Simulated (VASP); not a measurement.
# Rh (Fm-3m) in VASP: a series of runs

Runs on Rh. Level: PBE. Tasks: single point, relaxation of cell and atoms.

All numbers are computed with VASP 6.6.1; they aren't measurements. Logs are shortened: lines on timing, memory, paths and dates and some standing lists are left out, and cuts for length are marked.

## Step 1: The cell of the first run

Symmetry: Fm-3m, No. 225, cubic system. The conventional cell has a = 3.830 Å, b = 3.830 Å, c = 3.830 Å, α = 90.00°, β = 90.00°, γ = 90.00°. Within 3.6 Å of Rh (site symmetry m-3m) lie 12 Rh at 2.71 Å.

## Step 2: Single point, PBE, collinear spin, ferromagnetic start

The input, INCAR:

```
SYSTEM = Rh
ALGO = Normal ; EDIFF = 1E-7
ENCUT = 520 ; GGA = PE
ISIF = 2 ; ISMEAR = -1
ISPIN = 2 ; LASPH = .TRUE.
LCHARG = .TRUE. ; LELF = .TRUE.
LMAXMIX = 4 ; LORBIT = 11
LREAL = .FALSE. ; LVHAR = .TRUE.
LWAVE = .FALSE. ; MAGMOM = 1
NBANDS = 18 ; NELM = 150
PREC = Accurate ; SIGMA = 0.05
```

The input, KPOINTS:

```
k-points
0
G
  14 14 14
  0 0 0
```

The input, POSCAR:

```
Rh
1.0
    0.0000000000      1.9152218604      1.9152218604
    1.9152218604      0.0000000000      1.9152218604
    1.9152218604      1.9152218604      0.0000000000
Rh
1
Direct
    0.0000000000      0.0000000000      0.0000000000
```

Potentials or basis: VASP PAW PBE potentials, release 64 (Rh_pv).

Run with:

```sh
cat potpaw_PBE.64/Rh_pv/POTCAR > POTCAR
mpirun -np 1 vasp_std > vasp.out
```

OUTCAR:

```text
SYSTEM = Rh
   EDIFF = 1E-7
   ENCUT = 520
   GGA = PE
   ISIF = 2
   ISMEAR = -1
   ISPIN = 2
   LASPH = .TRUE.
   LORBIT = 11
   LREAL = .FALSE.
   NELM = 150
   PREC = Accurate

 ion  position               nearest neighbor table
   1  0.000  0.000  0.000-

  LATTYP: Found a face centered cubic cell.
 ALAT       =     3.8304437208

  Lattice vectors:

 A1 = (   0.0000000000,   1.9152218604,   1.9152218604)
 A2 = (   1.9152218604,   0.0000000000,   1.9152218604)
 A3 = (   1.9152218604,   1.9152218604,   0.0000000000)

Analysis of symmetry for initial positions (statically):
=====================================================================
 Subroutine PRICEL returns:
 Original cell was already a primitive cell.

 Routine SETGRP: Setting up the symmetry group for a
 face centered cubic supercell.

 Subroutine GETGRP returns: Found 48 space group operations
 (whereof 48 operations were pure point group operations)
 out of a pool of 48 trial point group operations.

The static configuration has the point symmetry O_h .

Analysis of symmetry for dynamics (positions and initial velocities):
=====================================================================
 Subroutine PRICEL returns:
 Original cell was already a primitive cell.

 Routine SETGRP: Setting up the symmetry group for a
 face centered cubic supercell.

 Subroutine GETGRP returns: Found 48 space group operations
 (whereof 48 operations were pure point group operations)
 out of a pool of 48 trial point group operations.

The dynamic configuration has the point symmetry O_h .

Analysis of structural, dynamic, and magnetic symmetry:
=====================================================================
 Subroutine PRICEL returns:
 Original cell was already a primitive cell.

 Routine SETGRP: Setting up the symmetry group for a
 face centered cubic supercell.

 Subroutine GETGRP returns: Found 48 space group operations
 (whereof 48 operations were pure point group operations)
 out of a pool of 48 trial point group operations.

The overall configuration has the point symmetry O_h .

 Subroutine INISYM returns: Found 48 space group operations
 (whereof 48 operations are pure point group operations),
 and found     1 'primitive' translations

----------------------------------------------------------------------------------------

                                     Primitive cell

  volume of cell :      14.0504

  direct lattice vectors                    reciprocal lattice vectors
     0.000000000  1.915221860  1.915221860    -0.261066360  0.261066360  0.261066360
     1.915221860  0.000000000  1.915221860     0.261066360 -0.261066360  0.261066360
     1.915221860  1.915221860  0.000000000     0.261066360  0.261066360 -0.261066360

  length of vectors
     2.708532730  2.708532730  2.708532730     0.452180200  0.452180200  0.452180200

  position of ions in fractional coordinates (direct lattice)
     0.000000000  0.000000000  0.000000000

  ion indices of the primitive-cell ions
   primitive index   ion index
                 1           1

----------------------------------------------------------------------------------------

 KPOINTS: k-points

Automatic generation of k-mesh.
 Grid dimensions read from file:
 generate k-points for:   14   14   14

 Generating k-lattice:

  Cartesian coordinates                     Fractional coordinates (reciprocal lattice)
    -0.018647597  0.018647597  0.018647597     0.071428571  0.000000000  0.000000000
     0.018647597 -0.018647597  0.018647597     0.000000000  0.071428571  0.000000000
     0.018647597  0.018647597 -0.018647597     0.000000000  0.000000000  0.071428571

  Length of vectors
     0.032298586  0.032298586  0.032298586

  Shift w.r.t. Gamma in fractional coordinates (k-lattice)
     0.000000000  0.000000000  0.000000000

 Subroutine IBZKPT returns following result:
 ===========================================

 Found    104 irreducible k-points:

 Following reciprocal coordinates:
            Coordinates               Weight
  0.000000  0.000000  0.000000      1.000000
  0.071429  0.000000  0.000000      8.000000
  0.142857  0.000000  0.000000      8.000000
  0.214286  0.000000  0.000000      8.000000
  0.285714  0.000000  0.000000      8.000000
  0.357143  0.000000  0.000000      8.000000
[... 16 lines left out ...]
  0.214286  0.142857  0.000000     24.000000
  0.285714  0.142857  0.000000     24.000000
 [... further k-points ...]
   k-points           NKPTS =    104   k-points in BZ     NKDIM =    104   number of bands    NBANDS=     18
   number of dos      NEDOS =    301   number of ions     NIONS =      1
   total plane-waves  NPLWV =   8000
   dimension x,y,z NGX =    20 NGY =   20 NGZ =   20
   dimension x,y,z NGXF=    40 NGYF=   40 NGZF=   40
   ions per type =               1
   NGX,Y,Z   is equivalent  to a cutoff of  12.28, 12.28, 12.28 a.u.
   NGXF,Y,Z  is equivalent  to a cutoff of  24.55, 24.55, 24.55 a.u.
 SYSTEM =  Rh
   PREC   = accura    normal or accurate (medium, high low for compatibility)
   ISTART =      0    job   : 0-new  1-cont  2-samecut
   ICHARG =      2    charge: 1-file 2-atom 10-const
   ISPIN  =      2    spin polarized calculation?
   LNONCOLLINEAR =      F non collinear calculations
   LSORBIT =      F    spin-orbit coupling
   LASPH  =      T    aspherical Exc in radial PAW
   ENCUT  =  520.0 eV  38.22 Ry    6.18 a.u.   5.04  5.04  5.04*2*pi/ulx,y,z
   NELM   =    150;   NELMIN=  2; NELMDL= -5     # of ELM steps
   EDIFF  = 0.1E-06   stopping-criterion for ELM
   LREAL  =      F    real-space projection
   EDIFFG = 0.1E-05   stopping-criterion for IOM
   NSW    =      0    number of steps for IOM
   IBRION =     -1    ionic relax: 0-MD 1-quasi-New 2-CG
   NFREE  =      0    steps in history (QN), initial steepest desc. (CG)
   ISIF   =      2    stress and relaxation
   ISYM   =      2    0-nonsym 1-usesym 2-fastsym
   POTIM  = 0.5000    time-step for ionic-motion
   TEBEG  =    0.0;   TEEND  =   0.0 temperature during run
   PSTRESS=    0.0 pullay stress
   NELECT =      15.0000    total number of electrons
   NUPDOWN=      -1.0000    fix difference up-down
   EMIN   =  10.00;   EMAX   =-10.00  energy-range for DOS
   EFERMI =   0.00;   METHOD = LEGACY
   ISMEAR =    -1;   SIGMA  =   0.05  broadening in eV -4-tet -1-fermi 0-gaus
   EFERMI_NEDOS =   21; number of points for ismear=-14 and -15
   IALGO  =     38    algorithm
   IMIX   =      4    mixing-type and parameters
     AMIX     =   0.40;   BMIX     =  1.00
     AMIX_MAG =   1.60;   BMIX_MAG =  1.00
  volume/ion in A,a.u.               =      14.05        94.82
  Fermi-wavevector in a.u.,A,eV,Ry     =   1.673181  3.161853 38.089965  2.799533
  Thomas-Fermi vector in A             =   2.758197
   LORBIT       =     11    0 simple, 1 ext, 2 COOP (PROOUT), +10 PAW based schemes
   GGA     = PE    functional components
   LHFCALC =     F    Hartree Fock is set to
   AEXX    =    0.0000 exact exchange contribution
   IVDW    =     0    specifies the selected vdW correction
   LEPSILON=     F    determine dielectric tensor
   LRPA    =     F    only Hartree local field effects (RPA)
 spin polarized calculation
  energy-cutoff  :      520.00
  volume of cell :       14.05
 maximum number of plane-waves:       388
   NGX =  9   NGY =  9   NGZ =  9

 number of electron      15.0000003 magnetization       0.0000363

 number of electron      15.0000003 magnetization      -0.0000097

 Free energy of the ion-electron system (eV)
  ---------------------------------------------------
  ext. energy  EPLUGINS =         0.00000000
  ---------------------------------------------------
  free energy    TOTEN  =        -7.26401072 eV

  energy without entropy =       -7.25347632  energy(sigma->0) =       -7.25874352

 E-fermi :  11.4958     XC(G=0): -13.8902

 val. band max:       11.4787908843   @ k =  -0.2857   0.3571   0.0714
 cond. band min:      11.5104878435   @ k =   0.3571   0.0714   0.0000
 fundamental gap:      0.0316969592
 Fermi energy:        11.4957987037

 spin component 1

 k-point     1 :       0.0000    0.0000    0.0000
  band No.  band energies     occupation
      1     -34.8202      1.00000
      2     -34.8202      1.00000
      3     -34.8202      1.00000
      4       3.7104      1.00000
      5       8.5419      1.00000
      6       8.5419      1.00000
[... 10 lines left out ...]
     17      43.5049      0.00000
     18      43.5049      0.00000

 k-point     2 :       0.0714    0.0000    0.0000
  band No.  band energies     occupation
      1     -34.8549      1.00000
      2     -34.8249      1.00000
      3     -34.8249      1.00000
      4       3.9110      1.00000
      5       8.4558      1.00000
      6       8.6187      1.00000
[... 10 lines left out ...]
     17      42.8910      0.00000
     18      42.8910      0.00000

 k-point     3 :       0.1429    0.0000    0.0000
  band No.  band energies     occupation
      1     -34.9516      1.00000
      2     -34.8381      1.00000
      3     -34.8381      1.00000
      4       4.4675      1.00000
      5       8.2707      1.00000
      6       8.7966      1.00000
[... 10 lines left out ...]
     17      41.1802      0.00000
     18      43.4589      0.00000

 k-point     4 :       0.2143    0.0000    0.0000
  band No.  band energies     occupation
      1     -35.0896      1.00000
      2     -34.8571      1.00000
      3     -34.8571      1.00000
      4       5.1904      1.00000
      5       8.2334      1.00000
      6       8.9094      1.00000
[... 375 lines left out ...]
      4       4.7224      1.00000
      5       7.9074      1.00000
      6       9.0773      1.00000
[... 10 lines left out ...]
     17      42.5601      0.00000
     18      43.7175      0.00000

 k-point    23 :       0.2143    0.1429    0.0000
  band No.  band energies     occupation
      1     -35.0371      1.00000
      2     -34.8913      1.00000
      3     -34.8857      1.00000
      4       5.3031      1.00000
      5       7.6435      1.00000
      6       9.1860      1.00000
[... 10 lines left out ...]
     17      41.3185      0.00000
     18      44.2561      0.00000

 k-point    24 :       0.2857    0.1429    0.0000
  band No.  band energies     occupation
      1     -35.1606      1.00000
      2     -34.9149      1.00000
      3     -34.9075      1.00000
      4       5.9384      1.00000
      5       7.5630      1.00000
      6       8.8798      1.00000
[... 10 lines left out ...]
     17      40.6412      0.00000
     18      44.1051      0.00000

 [... further k-points ...]

 spin component 2

 k-point     1 :       0.0000    0.0000    0.0000
  band No.  band energies     occupation
      1     -34.8202      1.00000
      2     -34.8202      1.00000
      3     -34.8202      1.00000
      4       3.7104      1.00000
      5       8.5419      1.00000
      6       8.5419      1.00000
[... 10 lines left out ...]
     17      43.5048      0.00000
     18      43.5048      0.00000

 k-point     2 :       0.0714    0.0000    0.0000
  band No.  band energies     occupation
      1     -34.8549      1.00000
      2     -34.8249      1.00000
      3     -34.8249      1.00000
      4       3.9110      1.00000
      5       8.4558      1.00000
      6       8.6187      1.00000
[... 10 lines left out ...]
     17      42.8910      0.00000
     18      42.8910      0.00000

 k-point     3 :       0.1429    0.0000    0.0000
  band No.  band energies     occupation
      1     -34.9516      1.00000
      2     -34.8381      1.00000
      3     -34.8381      1.00000
      4       4.4675      1.00000
      5       8.2707      1.00000
      6       8.7966      1.00000
[... 10 lines left out ...]
     17      41.1802      0.00000
     18      43.4589      0.00000

 k-point     4 :       0.2143    0.0000    0.0000
  band No.  band energies     occupation
      1     -35.0896      1.00000
      2     -34.8571      1.00000
      3     -34.8571      1.00000
      4       5.1904      1.00000
      5       8.2334      1.00000
      6       8.9094      1.00000
[... 375 lines left out ...]
      4       4.7224      1.00000
      5       7.9074      1.00000
      6       9.0773      1.00000
[... 10 lines left out ...]
     17      42.5601      0.00000
     18      43.7175      0.00000

 k-point    23 :       0.2143    0.1429    0.0000
  band No.  band energies     occupation
      1     -35.0371      1.00000
      2     -34.8914      1.00000
      3     -34.8857      1.00000
      4       5.3031      1.00000
      5       7.6434      1.00000
      6       9.1860      1.00000
[... 10 lines left out ...]
     17      41.3185      0.00000
     18      44.2561      0.00000

 k-point    24 :       0.2857    0.1429    0.0000
  band No.  band energies     occupation
      1     -35.1606      1.00000
      2     -34.9149      1.00000
      3     -34.9075      1.00000
      4       5.9384      1.00000
      5       7.5630      1.00000
      6       8.8798      1.00000
[... 10 lines left out ...]
     17      40.6412      0.00000
     18      44.1050      0.00000

 [... further k-points ...]

------------------------ aborting loop because EDIFF is reached ----------------------------------------

  FORCE on cell =-STRESS in cart. coord.  units (eV):
  Direction    XX          YY          ZZ          XY          YZ          ZX
  --------------------------------------------------------------------------------------
  -------------------------------------------------------------------------------------
  Total        0.0035016      0.0035016      0.0035016     -0.0000000      0.0000000      0.0000000
  in kB        0.3992891      0.3992891      0.3992891     -0.0000000      0.0000000      0.0000000
  external PRESSURE =       0.3992891 kB  Pullay stress =       0.0000000 kB

 VOLUME and BASIS-vectors are now :
 -----------------------------------------------------------------------------
  energy-cutoff  :      520.00
  volume of cell :       14.05
      direct lattice vectors                 reciprocal lattice vectors
     0.000000000  1.915221860  1.915221860    -0.261066360  0.261066360  0.261066360
     1.915221860  0.000000000  1.915221860     0.261066360 -0.261066360  0.261066360
     1.915221860  1.915221860  0.000000000     0.261066360  0.261066360 -0.261066360

 POSITION                                       TOTAL-FORCE (eV/Angst)
 -----------------------------------------------------------------------------------
      0.00000      0.00000      0.00000        -0.000000      0.000000     -0.000000
 -----------------------------------------------------------------------------------
    total drift:                                0.000000      0.000000      0.000000

  FREE ENERGIE OF THE ION-ELECTRON SYSTEM (eV)
  ---------------------------------------------------
  free  energy   TOTEN  =        -7.2640107243 eV

  energy  without entropy=       -7.2534763239  energy(sigma->0) =       -7.25874352

 total charge

# of ion       s       p       d       tot
------------------------------------------
    1        0.402   6.285   7.064  13.750

 magnetization (x)

# of ion       s       p       d       tot
------------------------------------------
    1        0.000  -0.000  -0.000  -0.000
```

Run time: 75 s. Hardware: 1 thread of Intel Xeon 8259CL, shared host; peak memory 0.16 GiB.

Results:

```
Free energy                                           : -7.2640 eV
Pressure                                              : 0.0 GPa
Net moment                                            : 0.00 μB per cell
Valence electrons inside the program's atomic spheres : Rh 13.75
```

## Step 3: Relaxation of cell and atoms, PBE, collinear spin, ferromagnetic start

This run uses another cell than the first one, of 13.75 Å³/atom.

The input, INCAR:

```
ALGO = Normal ; EDIFF = 1E-6
EDIFFG = -0.01 ; ENCUT = 600
GGA = PE ; IBRION = 2
ISIF = 3 ; ISMEAR = -1
ISPIN = 2 ; LASPH = T
LCHARG = F ; LMAXMIX = 4
LORBIT = 11 ; LREAL = F
LWAVE = F ; MAGMOM = 1
NELM = 150 ; NSW = 80
PREC = Accurate ; SIGMA = 0.05
```

The input, KPOINTS:

```
k-points
0
Gamma
  14 14 14
```

The input, POSCAR:

```
Rh
1.0
    0.0000000000      1.9015500000      1.9015500000
    1.9015500000      0.0000000000      1.9015500000
    1.9015500000      1.9015500000      0.0000000000
Rh
1
Direct
    0.0000000000      0.0000000000      0.0000000000
```

Potentials or basis: VASP PAW PBE potentials, release 64 (Rh_pv).

Run with:

```sh
cat potpaw_PBE.64/Rh_pv/POTCAR > POTCAR
mpirun -np 1 vasp_std > vasp.out
```

It took 2.1 min on 1 thread of Intel Xeon 8259CL, shared host; peak memory 0.18 GiB.

Results (log left out):

```yaml
Free_energy: -7.2637 eV
Relaxed_volume: 14.05 Å³/atom
Relaxed_cell: a = 2.709 Å, b = 2.709 Å, c = 2.709 Å, α = 60.00°, β = 60.00°, γ = 60.00°
Space_group_after_relaxing_to_0.1_Å: Fm-3m (No. 225)
Energy_gained_by_relaxing: 5.1 meV/atom
Ionic_steps: 3
Pressure_after_relaxing: -0.1 GPa
Net_moment: 0.00 μB per cell
Valence_electrons_inside_the_program's_atomic_spheres: Rh 13.75
```

Step by step:
```
step  energy change (eV)  largest force (eV/Å)  pressure (GPa)  volume (Å³)
   1              0.0000                0.0000            5.64        13.75
   2              0.0196                0.0000          -10.93        14.74
   3             -0.0051                0.0000           -0.07        14.05
```

Final structure:
```yaml
crystal:
  lattice:
    - [0.00000, 1.91522, 1.91522]
    - [1.91522, 0.00000, 1.91522]
    - [1.91522, 1.91522, 0.00000]
  atoms:
    - { symbol: Rh, position: [0.00000, 0.00000, 0.00000] }
```

Levels at points of the mesh, in eV from the Fermi level:
Spin up:
| k point | band 3 | band 4 | band 5 | band 6 | band 7 | band 8 | band 9 | band 10 | band 11 | band 12 |
| --- | --- | --- | --- | --- | --- | --- | --- | --- | --- | --- |
| (0.00, 0.00, 0.00) | -46.32 | -7.79 | -2.95 | -2.95 | -2.95 | -0.94 | -0.94 | 16.02 | 20.64 | 21.36 |
| (0.50, 0.00, 0.00) | -46.41 | -5.92 | -3.03 | -3.03 | 0.57 | 0.57 | 0.77 | 8.44 | 15.52 | 20.64 |
| (0.50, 0.50, 0.00) | -46.57 | -6.09 | -5.73 | 0.54 | 0.97 | 0.97 | 3.25 | 12.02 | 13.21 | 13.21 |
Spin down:
```csv
k point,band 3,band 4,band 5,band 6,band 7,band 8,band 9,band 10,band 11,band 12
"(0.00, 0.00, 0.00)",-46.32,-7.79,-2.95,-2.95,-2.95,-0.94,-0.94,16.02,20.64,21.36
"(0.50, 0.00, 0.00)",-46.41,-5.92,-3.03,-3.03,0.57,0.57,0.77,8.44,15.52,20.64
"(0.50, 0.50, 0.00)",-46.57,-6.09,-5.73,0.54,0.97,0.97,3.25,12.02,13.21,13.21
```

PBE usually gives volumes a little too large and moduli too small. Zero-point motion and thermal expansion aren't in these numbers.
